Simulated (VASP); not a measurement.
Write the native input for VASP 6.6.1 that does the following.

| Quantity | Value |
| --- | --- |
| Task | single point |
| Functional | PBE |
| Dispersion | D3(BJ) |
| Potentials or basis | VASP PAW PBE potentials, release 64 (Cu, O, H) |
| Cutoff | 520 eV |
| k mesh | 2 × 2 × 1 |
| Occupations | methfessel-paxton, width 0.1 eV |
| Spin | no spin polarisation |
| Dipole correction | no |
| Further INCAR settings | ALGO = Normal; EDIFF = 1e-06; NBANDS = 106; NELMDL = -8 |

The structure of Cu16HO lies in POSCAR:

```
Cu16HO
1.0
    5.1053109602      0.0000000000      0.0000000000
    0.0000000000      5.1053109602      0.0000000000
    0.0000000000      0.0000000000     21.9150000000
Cu O H
16 1 1
Direct
    0.2500000000      0.2500000000      0.1140771200
    0.7500000000      0.2500000000      0.1140771200
    0.2500000000      0.7500000000      0.1140771200
    0.7500000000      0.7500000000      0.1140771200
    0.0000000000      0.0000000000      0.1964407900
    0.5000000000      0.0000000000      0.1964407900
    0.0000000000      0.5000000000      0.1964407900
    0.5000000000      0.5000000000      0.1964407900
    0.2500331200      0.2475706800      0.2772876600
    0.7499715800      0.2433265900      0.2780177800
    0.2500182700      0.7521324600      0.2772013700
    0.7499537500      0.7575719300      0.2783257100
   -0.0069483500      0.0015502700      0.3616369800
    0.5070548000      0.0018301800      0.3616751300
   -0.0029370200      0.4998815900      0.3540436500
    0.5028763200      0.5000585500      0.3540627900
    0.2500545900     -0.0175271500      0.4279882400
    0.2496286700      0.1409254600      0.4526819300
```

One way to write it, as run:

INCAR

```
SYSTEM = Cu16HO
PREC = Accurate ; ENCUT = 520
EDIFF = 1E-6 ; ISMEAR = 1
SIGMA = 0.1 ; LREAL = .FALSE.
LASPH = .TRUE. ; NELM = 120
ALGO = Normal ; ISIF = 2
LWAVE = .FALSE. ; LCHARG = .TRUE.
GGA = PE ; IVDW = 12
LELF = .TRUE. ; LVHAR = .TRUE.
NBANDS = 106 ; GGA_COMPAT = .FALSE.
NELMDL = -8
```

KPOINTS

```
regular mesh
0
G
  2 2 1
  0 0 0
```

Potentials or basis: VASP PAW PBE potentials, release 64 (Cu, O, H).

Launch:

```console
$ cat potpaw_PBE.64/Cu/POTCAR potpaw_PBE.64/O/POTCAR potpaw_PBE.64/H/POTCAR > POTCAR
$ mpirun -np 1 vasp_std > vasp.out
```

Results of the run:

```yaml
Largest_force: 0.389 eV/Å
Band_gap_on_the_k_mesh: zero (an odd number of electrons rules out a gap without spin polarisation)
Dispersion_energy_per_atom: -0.375 eV
```

Caveat: the k points lie up to 0.62 Å⁻¹ apart, too coarse for converged energies and pressures of a metal; there is no dipole correction, which matters where the two faces differ.

Wall time 23 min on 1 thread of Oxide Virtual Turin-like Processor, with other jobs on the host, peak memory 0.64 GiB.
